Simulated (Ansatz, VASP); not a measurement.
**Two plane-wave programs on Ag3SnSe**

```
Ag Sn Se
1.0
     5.14016    0.00000    0.00000
    -2.57008    4.45151    0.00000
     0.00000    0.00000    6.19692
Ag Sn Se
3 1 1
Direct
  0.50000 0.00000 0.50000
  0.00000 0.50000 0.50000
  0.50000 0.50000 0.50000
  0.00000 0.00000 0.00000
  0.00000 0.00000 0.50000
```

Alike in both runs: task relaxation of cell and atoms; functional PBE; k mesh 6 × 6 × 4; occupations gaussian, width 0.1 eV; no spin polarisation.

|  | VASP | Ansatz |
| --- | --- | --- |
| version | VASP 6.6.1 | Ansatz 0.2.0 |
| potentials or method | VASP PAW PBE potentials, release 64 (Ag, Sn_d, Se), cutoff 600 eV | scalar-relativistic, plane waves, PAW |
| valence electrons in the cell | 53 | 87 |

```csv
,VASP,Ansatz,Ansatz less VASP
"gap on the k mesh at the Fermi level, each at its own relaxed structure (eV)",none,none,-
relaxed volume (Å³/atom),31.82,31.97,+0.151
relaxed cell length with the largest relative difference (Å),5.621,5.632,+0.0110
```

A gap of «none» marks a metal or a gap that the smearing closes. VASP's potentials hold 53 valence electrons a cell and Ansatz's 87, so a difference there can come from the potentials and not from the codes.
